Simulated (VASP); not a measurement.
# TiIn4 (Pm-3m) in VASP: single point with PBE

Aim: the single point of TiIn4 with PBE.

All numbers are computed with VASP 6.6.1; they aren't measurements. Logs are shortened: lines on timing, memory, paths and dates and some standing lists are left out, and cuts for length are marked.

## Step 1: The cell of the first run

Symmetry: Pm-3m, No. 221, cubic system. The conventional cell has a = 5.442 Å, b = 5.442 Å, c = 5.442 Å, α = 90.00°, β = 90.00°, γ = 90.00°. Within 3.6 Å of Ti (site symmetry m-3m) lie 6 In at 2.72 Å. In (site symmetry 4/mmm) has 2 Ti at 2.72 Å within 3.6 Å. Within 5.1 Å of In (site symmetry m-3m) lie 12 In at 3.85 Å and 8 Ti at 4.71 Å.

The cell was built from a structure type or drawn by symmetry, and may not be a known phase.

## Step 2: Single point, PBE, collinear spin

Contents of INCAR:

```
  ALGO = Fast
  EDIFF = 1E-6
  ENCUT = 520
  GGA = PE
  ISIF = 2
  ISMEAR = 0
  ISPIN = 2
  LASPH = True
  LCHARG = False
  LMAXMIX = 4
  LORBIT = 11
  LREAL = False
  LWAVE = False
  MAGMOM = 1.07 0 0 0 0
  NBANDS = 44
  NELM = 150
  PREC = Accurate
  SIGMA = 0.1
```

Contents of KPOINTS:

```
k-points
0
Gamma
  8 8 8
```

Contents of POSCAR:

```
TiIn4
1.0
    5.4418534496      0.0000000000      0.0000000000
    0.0000000000      5.4418534496      0.0000000000
    0.0000000000      0.0000000000      5.4418534496
Ti In
1 4
Direct
    0.5000000000      0.5000000000      0.5000000000
    0.0000000000      0.5000000000      0.5000000000
    0.5000000000      0.0000000000      0.5000000000
    0.5000000000      0.5000000000      0.0000000000
    0.0000000000      0.0000000000      0.0000000000
```

Potentials or basis: VASP PAW PBE potentials, release 64 (Ti_sv, In_d).

The run is started by

```console
$ cat potpaw_PBE.64/Ti_sv/POTCAR potpaw_PBE.64/In_d/POTCAR > POTCAR
$ mpirun -np 1 vasp_std > vasp.out
```

OUTCAR:

```text
EDIFF = 1E-6
   ENCUT = 520
   GGA = PE
   ISIF = 2
   ISMEAR = 0
   ISPIN = 2
   LASPH = True
   LORBIT = 11
   LREAL = False
   NELM = 150
   PREC = Accurate

 ion  position               nearest neighbor table
   1  0.500  0.500  0.500-   2 2.72   3 2.72   4 2.72   4 2.72   3 2.72   2 2.72
   2  0.000  0.500  0.500-   1 2.72   1 2.72   4 3.85   5 3.85   4 3.85   5 3.85   3 3.85   5 3.85
                             5 3.85   3 3.85   3 3.85   4 3.85   4 3.85   3 3.85
   3  0.500  0.000  0.500-   1 2.72   1 2.72   4 3.85   5 3.85   4 3.85   5 3.85   2 3.85   2 3.85
                             4 3.85   4 3.85   2 3.85   5 3.85   5 3.85   2 3.85
   4  0.500  0.500  0.000-   1 2.72   1 2.72   3 3.85   5 3.85   2 3.85   2 3.85   3 3.85   3 3.85
                             5 3.85   3 3.85   2 3.85   5 3.85   2 3.85   5 3.85
   5  0.000  0.000  0.000-   2 3.85   3 3.85   4 3.85   2 3.85   3 3.85   2 3.85   4 3.85   2 3.85
                             3 3.85   4 3.85   3 3.85   4 3.85

  LATTYP: Found a simple cubic cell.
 ALAT       =     5.4418534496

  Lattice vectors:

 A1 = (   5.4418534496,   0.0000000000,   0.0000000000)
 A2 = (   0.0000000000,   5.4418534496,   0.0000000000)
 A3 = (   0.0000000000,   0.0000000000,   5.4418534496)

Analysis of symmetry for initial positions (statically):
=====================================================================
 Subroutine PRICEL returns:
 Original cell was already a primitive cell.

 Routine SETGRP: Setting up the symmetry group for a
 simple cubic supercell.

 Subroutine GETGRP returns: Found 48 space group operations
 (whereof 48 operations were pure point group operations)
 out of a pool of 48 trial point group operations.

The static configuration has the point symmetry O_h .

Analysis of symmetry for dynamics (positions and initial velocities):
=====================================================================
 Subroutine PRICEL returns:
 Original cell was already a primitive cell.

 Routine SETGRP: Setting up the symmetry group for a
 simple cubic supercell.

 Subroutine GETGRP returns: Found 48 space group operations
 (whereof 48 operations were pure point group operations)
 out of a pool of 48 trial point group operations.

The dynamic configuration has the point symmetry O_h .

Analysis of structural, dynamic, and magnetic symmetry:
=====================================================================
 Subroutine PRICEL returns:
 Original cell was already a primitive cell.

 Routine SETGRP: Setting up the symmetry group for a
 simple cubic supercell.

 Subroutine GETGRP returns: Found 48 space group operations
 (whereof 48 operations were pure point group operations)
[... 142 lines left out ...]
  energy-cutoff  :      520.00
  volume of cell :      161.15
 maximum number of plane-waves:      4385
   NGX = 21   NGY = 21   NGZ = 21

 number of electron      63.9999971 magnetization       1.6926222

 Free energy of the ion-electron system (eV)
  ---------------------------------------------------
  ext. energy  EPLUGINS =         0.00000000
  ---------------------------------------------------
  free energy    TOTEN  =       -16.12591047 eV

  energy without entropy =      -16.10805144  energy(sigma->0) =      -16.11698096

 E-fermi :   4.5900     XC(G=0):  -9.0249

 val. band max:        4.5848147236   @ k =   0.5000   0.0000   0.0000
 cond. band min:       4.5913680655   @ k =   0.5000   0.2500   0.1250
 fundamental gap:      0.0065533419
 Fermi energy:         4.5899972769

 spin component 1

 k-point     1 :       0.0000    0.0000    0.0000
  band No.  band energies     occupation
      1     -52.4330      1.00000
      2     -28.7406      1.00000
      3     -28.7406      1.00000
      4     -28.7406      1.00000
      5      -9.7739      1.00000
      6      -9.7739      1.00000
[... 1117 lines left out ...]
     43       9.5724      0.00000
     44      10.2378      0.00000

 [... further k-points ...]

 spin component 2

 k-point     1 :       0.0000    0.0000    0.0000
  band No.  band energies     occupation
      1     -51.4974      1.00000
      2     -27.7980      1.00000
      3     -27.7980      1.00000
      4     -27.7980      1.00000
      5      -9.7760      1.00000
      6      -9.7760      1.00000
[... 1117 lines left out ...]
     43       9.7492      0.00000
     44      10.3194      0.00000

 [... further k-points ...]

------------------------ aborting loop because EDIFF is reached ----------------------------------------

  FORCE on cell =-STRESS in cart. coord.  units (eV):
  Direction    XX          YY          ZZ          XY          YZ          ZX
  --------------------------------------------------------------------------------------
  -------------------------------------------------------------------------------------
  Total       -0.0515529     -0.0515529     -0.0515529     -0.0000000     -0.0000000     -0.0000000
  in kB       -0.5125344     -0.5125344     -0.5125344     -0.0000000     -0.0000000     -0.0000000
  external PRESSURE =      -0.5125344 kB  Pullay stress =       0.0000000 kB

 VOLUME and BASIS-vectors are now :
 -----------------------------------------------------------------------------
  energy-cutoff  :      520.00
  volume of cell :      161.15
      direct lattice vectors                 reciprocal lattice vectors
     5.441853450  0.000000000  0.000000000     0.183760921  0.000000000  0.000000000
     0.000000000  5.441853450  0.000000000     0.000000000  0.183760921  0.000000000
     0.000000000  0.000000000  5.441853450     0.000000000  0.000000000  0.183760921

 POSITION                                       TOTAL-FORCE (eV/Angst)
 -----------------------------------------------------------------------------------
      2.72093      2.72093      2.72093         0.000000      0.000000      0.000000
      0.00000      2.72093      2.72093         0.000000      0.000000      0.000000
      2.72093      0.00000      2.72093         0.000000      0.000000      0.000000
      2.72093      2.72093      0.00000         0.000000      0.000000      0.000000
      0.00000      0.00000      0.00000         0.000000      0.000000      0.000000
 -----------------------------------------------------------------------------------
    total drift:                               -0.000000      0.000000     -0.000000

  FREE ENERGIE OF THE ION-ELECTRON SYSTEM (eV)
  ---------------------------------------------------
  free  energy   TOTEN  =       -16.1259104743 eV

  energy  without entropy=      -16.1080514445  energy(sigma->0) =      -16.11698096

 total charge

# of ion       s       p       d       tot
------------------------------------------
    1        2.212   6.095   1.984  10.290
    2        1.017   0.534   9.830  11.381
    3        1.017   0.534   9.830  11.381
    4        1.017   0.534   9.830  11.381
    5        1.123   0.247   9.837  11.207
--------------------------------------------------
tot          6.384   7.944  41.312  55.641

 magnetization (x)

# of ion       s       p       d       tot
------------------------------------------
    1        0.010   0.035   0.983   1.029
    2       -0.015   0.079   0.006   0.070
    3       -0.015   0.079   0.006   0.070
    4       -0.015   0.079   0.006   0.070
    5        0.013  -0.029   0.002  -0.014
--------------------------------------------------
tot         -0.022   0.244   1.002   1.225
```

It took 27 min on 1 thread of Oxide Virtual Turin-like, shared host; peak memory 0.49 GiB.

What came out:

| Property | Result |
| --- | --- |
| Free energy | -16.1259 eV |
| Pressure | -0.1 GPa |
| Net moment | 1.69 μB per cell |
| Site moments | Ti +1.03; In +0.07, -0.01 (each value once) μB |
| Valence electrons inside the program's atomic spheres | Ti 10.29; In 11.38, 11.21 (each value once) |

Caveat: spin-orbit coupling is left out, which moves the levels of the heavy elements.
